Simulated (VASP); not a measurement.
Here is a VASP 6.6.1 calculation.

INCAR

```
ALGO = Normal ; EDIFF = 1E-7
ENCUT = 520 ; GGA = PE
ISIF = 2 ; ISMEAR = -1
IVDW = 13 ; LASPH = True
LCHARG = False ; LREAL = False
LWAVE = False ; NBANDS = 64
NELM = 60 ; PREC = Accurate
SIGMA = 0.05
```

Contents of KPOINTS:

```
k-points
0
Gamma
  10 10 1
```

File POSCAR:

```
WS2
1.0
    3.1562235423      0.0000000000      0.0000000000
   -1.5781117712      2.7333697677      0.0000000000
    0.0000000000      0.0000000000     33.2978445753
W S
4 8
Direct
    0.3333333333      0.6666666667      0.5915681690
    0.3333333333      0.6666666667      0.2253085548
    0.6666666667      0.3333333333      0.7746914452
    0.6666666667      0.3333333333      0.4084318310
    0.3333333333      0.6666666667      0.8220322122
    0.3333333333      0.6666666667      0.4557296661
    0.6666666667      0.3333333333      0.6388645730
    0.6666666667      0.3333333333      0.2725991713
    0.3333333333      0.6666666667      0.7274008287
    0.3333333333      0.6666666667      0.3611354270
    0.6666666667      0.3333333333      0.5442703339
    0.6666666667      0.3333333333      0.1779677878
```

Potentials or basis: VASP PAW PBE potentials, release 64 (W_sv, S).

Run with:

```console
$ cat potpaw_PBE.64/W_sv/POTCAR potpaw_PBE.64/S/POTCAR > POTCAR
$ mpirun -np 1 vasp_std > vasp.out
```

(1) What does it give for the largest force?

(2) What does it give for the dispersion energy per atom?

(3) What does it give for the band gap on the k mesh?

Answers

(1) 0.012 eV/Å.

(2) -0.422 eV.

(3) 1.15 eV (least direct gap 2.18 eV).

Caveat: there is no dipole correction, which matters where the two faces differ; spin-orbit coupling is left out, which moves the levels of the heavy elements.
